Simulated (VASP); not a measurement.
# Mo3N4 (Pm-3m) in VASP: single point with PBE

Aim: the single point of Mo3N4 with PBE.

Program: VASP 6.6.1. These are calculated values, not measurements. Logs are shortened: lines on timing, memory, paths and dates and some standing lists are left out, and cuts for length are marked.

### Step 1. The cell of the first run

Symmetry: Pm-3m, No. 221, cubic system. Conventional cell: a = 4.097 Å, b = 4.097 Å, c = 4.097 Å, α = 90.00°, β = 90.00°, γ = 90.00°. Within 2.7 Å of N (site symmetry m-3m) lie 6 Mo at 2.05 Å. N (site symmetry 4/mmm) has 4 Mo at 2.05 Å within 2.7 Å. Within 2.7 Å of Mo (site symmetry 4/mmm) lie 6 N at 2.05 Å.

### Step 2. Single point, PBE

The input, INCAR:

```
SYSTEM = Mo3N4
PREC     = Accurate       ! precision mode
ENCUT    = 520            ! plane-wave cutoff, eV
EDIFF    = 1E-6           ! SCF threshold, eV
ISMEAR   = -1             ! smearing method
SIGMA    = 0.1            ! smearing width, eV
LREAL    = .FALSE.        ! projectors in reciprocal space
LASPH    = .TRUE.         ! aspherical terms in the spheres
NELM     = 60             ! most SCF steps
ALGO     = Normal         ! electronic algorithm
ISIF     = 2              ! what is computed and relaxed
LWAVE    = .FALSE.        ! write WAVECAR
LCHARG   = .FALSE.        ! write CHGCAR
GGA      = PE             ! functional
NBANDS   = 40             ! bands
```

The input, KPOINTS:

```
Automatic mesh
0
G
  8 8 8
  0 0 0
```

The input, POSCAR:

```
Mo3N4
1.0
    4.0973500000      0.0000000000      0.0000000000
    0.0000000000      4.0973500000      0.0000000000
    0.0000000000      0.0000000000      4.0973500000
N Mo
4 3
Direct
    0.5000000000      0.5000000000      0.5000000000
    0.5000000000      0.0000000000      0.0000000000
    0.0000000000      0.5000000000      0.0000000000
    0.0000000000      0.0000000000      0.5000000000
    0.5000000000      0.5000000000      0.0000000000
    0.0000000000      0.5000000000      0.5000000000
    0.5000000000      0.0000000000      0.5000000000
```

Potentials or basis: VASP PAW PBE potentials, release 64 (N, Mo_sv).

Started as:

```console
> cat potpaw_PBE.64/N/POTCAR potpaw_PBE.64/Mo_sv/POTCAR > POTCAR
> mpirun -np 1 vasp_std > vasp.out
```

OUTCAR:

```text
SYSTEM = Mo3N4
   PREC = Accurate
   ENCUT = 520
   EDIFF = 1E-6
   ISMEAR = -1
   LREAL = .FALSE.
   LASPH = .TRUE.
   NELM = 60
   ISIF = 2
   GGA = PE

 ion  position               nearest neighbor table
   1  0.500  0.500  0.500-   5 2.05   6 2.05   7 2.05   5 2.05   7 2.05   6 2.05
   2  0.500  0.000  0.000-   5 2.05   7 2.05   7 2.05   5 2.05
   3  0.000  0.500  0.000-   5 2.05   6 2.05   6 2.05   5 2.05
   4  0.000  0.000  0.500-   6 2.05   7 2.05   6 2.05   7 2.05
   5  0.500  0.500  0.000-   1 2.05   2 2.05   3 2.05   1 2.05   2 2.05   3 2.05   6 2.90   7 2.90
                             7 2.90   7 2.90   7 2.90   6 2.90   6 2.90   6 2.90
   6  0.000  0.500  0.500-   1 2.05   3 2.05   4 2.05   3 2.05   4 2.05   1 2.05   5 2.90   7 2.90
                             7 2.90   5 2.90   5 2.90   7 2.90   5 2.90   7 2.90
   7  0.500  0.000  0.500-   1 2.05   2 2.05   4 2.05   2 2.05   1 2.05   4 2.05   5 2.90   6 2.90
                             5 2.90   6 2.90   5 2.90   5 2.90   6 2.90   6 2.90

  LATTYP: Found a simple cubic cell.
 ALAT       =     4.0973500000

  Lattice vectors:

 A1 = (   4.0973500000,   0.0000000000,   0.0000000000)
 A2 = (   0.0000000000,   4.0973500000,   0.0000000000)
 A3 = (   0.0000000000,   0.0000000000,   4.0973500000)

Analysis of symmetry for initial positions (statically):
=====================================================================
 Subroutine PRICEL returns:
 Original cell was already a primitive cell.

 Routine SETGRP: Setting up the symmetry group for a
 simple cubic supercell.

 Subroutine GETGRP returns: Found 48 space group operations
 (whereof 48 operations were pure point group operations)
 out of a pool of 48 trial point group operations.

The static configuration has the point symmetry O_h .

Analysis of symmetry for dynamics (positions and initial velocities):
=====================================================================
 Subroutine PRICEL returns:
 Original cell was already a primitive cell.

 Routine SETGRP: Setting up the symmetry group for a
 simple cubic supercell.

 Subroutine GETGRP returns: Found 48 space group operations
 (whereof 48 operations were pure point group operations)
 out of a pool of 48 trial point group operations.

The dynamic configuration has the point symmetry O_h .

 Subroutine INISYM returns: Found 48 space group operations
 (whereof 48 operations are pure point group operations),
 and found     1 'primitive' translations

----------------------------------------------------------------------------------------

                                     Primitive cell

  volume of cell :      68.7874

  direct lattice vectors                    reciprocal lattice vectors
     4.097350000  0.000000000  0.000000000     0.244060185  0.000000000  0.000000000
     0.000000000  4.097350000  0.000000000     0.000000000  0.244060185  0.000000000
     0.000000000  0.000000000  4.097350000     0.000000000  0.000000000  0.244060185

  length of vectors
     4.097350000  4.097350000  4.097350000     0.244060185  0.244060185  0.244060185

  position of ions in fractional coordinates (direct lattice)
     0.500000000  0.500000000  0.500000000
     0.500000000  0.000000000  0.000000000
     0.000000000  0.500000000  0.000000000
     0.000000000  0.000000000  0.500000000
     0.500000000  0.500000000  0.000000000
     0.000000000  0.500000000  0.500000000
     0.500000000  0.000000000  0.500000000

  ion indices of the primitive-cell ions
   primitive index   ion index
                 1           1
                 2           2
                 3           3
                 4           4
                 5           5
                 6           6
                 7           7

----------------------------------------------------------------------------------------

 KPOINTS: Automatic mesh

Automatic generation of k-mesh.
 Grid dimensions read from file:
 generate k-points for:    8    8    8

 Generating k-lattice:

  Cartesian coordinates                     Fractional coordinates (reciprocal lattice)
     0.030507523  0.000000000  0.000000000     0.125000000  0.000000000  0.000000000
     0.000000000  0.030507523  0.000000000     0.000000000  0.125000000  0.000000000
     0.000000000  0.000000000  0.030507523     0.000000000  0.000000000  0.125000000

  Length of vectors
     0.030507523  0.030507523  0.030507523

  Shift w.r.t. Gamma in fractional coordinates (k-lattice)
     0.000000000  0.000000000  0.000000000

 Subroutine IBZKPT returns following result:
 ===========================================

 Found     35 irreducible k-points:

 Following reciprocal coordinates:
            Coordinates               Weight
  0.000000  0.000000  0.000000      1.000000
  0.125000  0.000000  0.000000      6.000000
  0.250000  0.000000  0.000000      6.000000
  0.375000  0.000000  0.000000      6.000000
  0.500000  0.000000  0.000000      3.000000
  0.125000  0.125000  0.000000     12.000000
[... 16 lines left out ...]
  0.375000  0.375000  0.125000     24.000000
  0.500000  0.375000  0.125000     24.000000
 [... further k-points ...]
   k-points           NKPTS =     35   k-points in BZ     NKDIM =     35   number of bands    NBANDS=     40
   number of dos      NEDOS =    301   number of ions     NIONS =      7
   total plane-waves  NPLWV =  27000
   dimension x,y,z NGX =    30 NGY =   30 NGZ =   30
   dimension x,y,z NGXF=    60 NGYF=   60 NGZF=   60
   ions per type =               4   3
   NGX,Y,Z   is equivalent  to a cutoff of  12.17, 12.17, 12.17 a.u.
   NGXF,Y,Z  is equivalent  to a cutoff of  24.34, 24.34, 24.34 a.u.
 SYSTEM =  Mo3N4
   PREC   = accura    normal or accurate (medium, high low for compatibility)
   ISTART =      0    job   : 0-new  1-cont  2-samecut
   ICHARG =      2    charge: 1-file 2-atom 10-const
   ISPIN  =      1    spin polarized calculation?
   LNONCOLLINEAR =      F non collinear calculations
   LSORBIT =      F    spin-orbit coupling
   LASPH  =      T    aspherical Exc in radial PAW
   ENCUT  =  520.0 eV  38.22 Ry    6.18 a.u.   7.62  7.62  7.62*2*pi/ulx,y,z
   NELM   =     60;   NELMIN=  2; NELMDL= -5     # of ELM steps
   EDIFF  = 0.1E-05   stopping-criterion for ELM
   LREAL  =      F    real-space projection
   EDIFFG = 0.1E-04   stopping-criterion for IOM
   NSW    =      0    number of steps for IOM
   IBRION =     -1    ionic relax: 0-MD 1-quasi-New 2-CG
   NFREE  =      0    steps in history (QN), initial steepest desc. (CG)
   ISIF   =      2    stress and relaxation
   ISYM   =      2    0-nonsym 1-usesym 2-fastsym
   POTIM  = 0.5000    time-step for ionic-motion
   TEBEG  =    0.0;   TEEND  =   0.0 temperature during run
   PSTRESS=    0.0 pullay stress
   NELECT =      62.0000    total number of electrons
   NUPDOWN=      -1.0000    fix difference up-down
   EMIN   =  10.00;   EMAX   =-10.00  energy-range for DOS
   EFERMI =   0.00;   METHOD = LEGACY
   ISMEAR =    -1;   SIGMA  =   0.10  broadening in eV -4-tet -1-fermi 0-gaus
   EFERMI_NEDOS =   21; number of points for ismear=-14 and -15
   IALGO  =     38    algorithm
   IMIX   =      4    mixing-type and parameters
     AMIX     =   0.40;   BMIX     =  1.00
     AMIX_MAG =   1.60;   BMIX_MAG =  1.00
  volume/ion in A,a.u.               =       9.83        66.31
  Fermi-wavevector in a.u.,A,eV,Ry     =   1.581378  2.988371 34.024852  2.500756
  Thomas-Fermi vector in A             =   2.681462
   LORBIT       =      0    0 simple, 1 ext, 2 COOP (PROOUT), +10 PAW based schemes
   GGA     = PE    functional components
   LHFCALC =     F    Hartree Fock is set to
   AEXX    =    0.0000 exact exchange contribution
   IVDW    =     0    specifies the selected vdW correction
   LEPSILON=     F    determine dielectric tensor
   LRPA    =     F    only Hartree local field effects (RPA)
 non-spin polarized calculation
  energy-cutoff  :      520.00
  volume of cell :       68.79
 maximum number of plane-waves:      1864
   NGX = 15   NGY = 15   NGZ = 15

 number of electron      62.0000000 magnetization

 Free energy of the ion-electron system (eV)
  ---------------------------------------------------
  ext. energy  EPLUGINS =         0.00000000
  ---------------------------------------------------
  free energy    TOTEN  =       -66.86965050 eV

  energy without entropy =      -66.74210023  energy(sigma->0) =      -66.80587536

 E-fermi :  12.1046     XC(G=0): -13.2783

 val. band max:       12.1040607787   @ k =   0.5000   0.2500   0.1250
 cond. band min:      12.1285434570   @ k =   0.5000   0.3750   0.1250
 fundamental gap:      0.0244826783
 Fermi energy:        12.1046490421

 k-point     1 :       0.0000    0.0000    0.0000
  band No.  band energies     occupation
      1     -50.4452      2.00000
      2     -50.2517      2.00000
      3     -50.2517      2.00000
      4     -25.0269      2.00000
      5     -25.0269      2.00000
      6     -25.0269      2.00000
[... 32 lines left out ...]
     39      14.2626      0.00000
     40      14.2626      0.00000

 k-point     2 :       0.1250    0.0000    0.0000
  band No.  band energies     occupation
      1     -50.4387      2.00000
      2     -50.2582      2.00000
      3     -50.2516      2.00000
      4     -25.0118      2.00000
      5     -25.0118      2.00000
      6     -25.0055      2.00000
[... 32 lines left out ...]
     39      14.2185      0.00000
     40      14.2636      0.00000

 k-point     3 :       0.2500    0.0000    0.0000
  band No.  band energies     occupation
      1     -50.4205      2.00000
      2     -50.2762      2.00000
      3     -50.2513      2.00000
      4     -24.9720      2.00000
      5     -24.9720      2.00000
      6     -24.9433      2.00000
[... 853 lines left out ...]
  band No.  band energies     occupation
      1     -50.3528      2.00000
      2     -50.3057      2.00000
      3     -50.2873      2.00000
      4     -25.2413      2.00000
      5     -24.7988      2.00000
      6     -24.7151      2.00000
[... 32 lines left out ...]
     39      16.3513      0.00000
     40      16.6791      0.00000

 k-point    24 :       0.5000    0.3750    0.1250
  band No.  band energies     occupation
      1     -50.3381      2.00000
      2     -50.3151      2.00000
      3     -50.2923      2.00000
      4     -25.2620      2.00000
      5     -24.8277      2.00000
      6     -24.6899      2.00000
[... 32 lines left out ...]
     39      16.4678      0.00000
     40      16.5879      0.00000

 [... further k-points ...]

------------------------ aborting loop because EDIFF is reached ----------------------------------------

  FORCE on cell =-STRESS in cart. coord.  units (eV):
  Direction    XX          YY          ZZ          XY          YZ          ZX
  --------------------------------------------------------------------------------------
  -------------------------------------------------------------------------------------
  Total       12.4923811     12.4923811     12.4923811     -0.0000000      0.0000000     -0.0000000
  in kB      290.9689306    290.9689306    290.9689306     -0.0000000      0.0000000     -0.0000000
  external PRESSURE =     290.9689306 kB  Pullay stress =       0.0000000 kB

 VOLUME and BASIS-vectors are now :
 -----------------------------------------------------------------------------
  energy-cutoff  :      520.00
  volume of cell :       68.79
      direct lattice vectors                 reciprocal lattice vectors
     4.097350000  0.000000000  0.000000000     0.244060185  0.000000000  0.000000000
     0.000000000  4.097350000  0.000000000     0.000000000  0.244060185  0.000000000
     0.000000000  0.000000000  4.097350000     0.000000000  0.000000000  0.244060185

 POSITION                                       TOTAL-FORCE (eV/Angst)
 -----------------------------------------------------------------------------------
      2.04867      2.04867      2.04867         0.000000      0.000000      0.000000
      2.04867      0.00000      0.00000         0.000000      0.000000      0.000000
      0.00000      2.04867      0.00000         0.000000      0.000000      0.000000
      0.00000      0.00000      2.04867         0.000000      0.000000      0.000000
      2.04867      2.04867      0.00000         0.000000      0.000000      0.000000
      0.00000      2.04867      2.04867         0.000000      0.000000      0.000000
      2.04867      0.00000      2.04867         0.000000      0.000000      0.000000
 -----------------------------------------------------------------------------------
    total drift:                                0.000000      0.000000     -0.000000

  FREE ENERGIE OF THE ION-ELECTRON SYSTEM (eV)
  ---------------------------------------------------
  free  energy   TOTEN  =       -66.8696504959 eV

  energy  without entropy=      -66.7421002306  energy(sigma->0) =      -66.80587536
```

Run time: 98 s. Hardware: 1 thread of AMD EPYC 7R43 (Zen 3), shared host; peak memory 0.17 GiB.

What came out:

| Property | Result |
| --- | --- |
| Free energy | -66.8697 eV |
| Pressure | 29.1 GPa |
| Band gap on the k mesh | zero (band 31 reaches 12.92 eV, above the bottom of band 32 at 10.80 eV) |
